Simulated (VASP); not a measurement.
# SnTe: single point with PBEsol+D4

SnTe:

```
Te Sn
1.0
     0.00000    3.12970    3.12970
     3.12970    0.00000    3.12970
     3.12970    3.12970    0.00000
Te Sn
1 1
Direct
  0.50000 0.50000 0.50000
  0.00000 0.00000 0.00000
```

```json
{"Program": "VASP 6.6.1", "Task": "single point", "Functional": "PBEsol", "Dispersion": "D4", "Potentials or basis": "VASP PAW PBE potentials, release 64 (Te, Sn_d)", "Cutoff": "520 eV", "k mesh": "7 × 7 × 7", "Occupations": "fermi-dirac, width 0.05 eV", "Spin": "no spin polarisation", "Dipole correction": "no", "Further INCAR settings": "ALGO = Normal; EDIFF = 1e-07; NBANDS = 17"}
```

```yaml
Pressure: -0.7 GPa
Dispersion_energy_per_atom: -0.258 eV
```

Levels at points of the mesh, in eV from the Fermi level:
```csv
k point,band 7,band 8,band 9,band 10,band 11,band 12,band 13,band 14
"(0.00, 0.00, 0.00)",-4.68,-2.24,-2.24,-2.24,3.33,3.33,3.33,4.63
```

It took 32 s on 1 thread of AMD EPYC 7R43 64-Core Processor (Zen 3), with other jobs on the host, peak memory 0.17 GiB.

Caveat: this odd mesh misses L, where the gap lies, so gap, dielectric constants and Born charges aren't listed; the PAW data sets were made with another functional, which shifts forces and pressure a little; spin-orbit coupling is left out, which moves the levels of the heavy elements.
